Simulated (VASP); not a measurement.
Runs of VASP 6.6.1 on HfO2. The structure is that of space group Fm-3m (No. 225), or close to it. The cells are those of the table. 

```tsv
task	level	potentials or basis	cell	cutoff (eV)	gap on the mesh (eV)	pressure (GPa)	relaxed volume (Å³/atom)
relaxation of the atoms	r2SCAN	VASP PAW PBE potentials, release 64 (Hf_pv, O)	atoms relaxed from a = 3.601 Å, angles 60.0°, 3 atoms	520	(c)	-9.0	-
relaxation of cell and atoms	LDA	VASP PAW LDA potentials, release 64 (Hf_pv, O)	relaxed from a = 3.617 Å, angles 60.0°, 3 atoms	600	3.74	-0.1	(a)
relaxation of cell and atoms	PBEsol	VASP PAW PBE potentials, release 64 (Hf_pv, O)	relaxed from a = 3.617 Å, angles 60.0°, 3 atoms	600	3.75	0.0	10.53
relaxation of cell and atoms	PBE	VASP PAW PBE potentials, release 64 (Hf_pv, O)	relaxed from a = 3.617 Å, angles 60.0°, 3 atoms	600	3.80	0.0	10.87
single point	PBE	VASP PAW PBE potentials, release 64 (Hf_pv, O)	a = 3.605 Å, angles 60.0°, 3 atoms	600	3.76	-3.9	-
relaxation of the atoms	r2SCAN	VASP PAW PBE potentials, release 64 (Hf_pv, O)	atoms relaxed from a = 3.624 Å, angles 60.0°, 3 atoms	520	4.20	-13.4	-
single point	PBEsol	VASP PAW PBE potentials, release 64 (Hf_pv, O)	a = 3.567 Å, angles 60.0°, 3 atoms	600	3.71	(b)	-
single point	LDA	VASP PAW LDA potentials, release 64 (Hf_pv, O)	a = 3.537 Å, angles 60.0°, 3 atoms	600	3.70	(d)	-
```

Alike in all rows: no spin polarisation; k mesh 10 × 10 × 10; smearing fermi-dirac 0.02 eV.

Question: Fill in the values left out.

Answer: (a) 10.30; (b) -4.0; (c) 4.25; (d) -3.6.

Caveats: spin-orbit coupling is left out, which moves the levels of the heavy elements; the PAW data sets were made with another functional, which shifts forces and pressure a little (at least some runs); the cell stands under tension (at least some runs); the relaxation stopped at its first step, so nothing moved (at least some runs).

A k mesh can miss the band edges, and the runs leave out spin-orbit coupling on Hf.
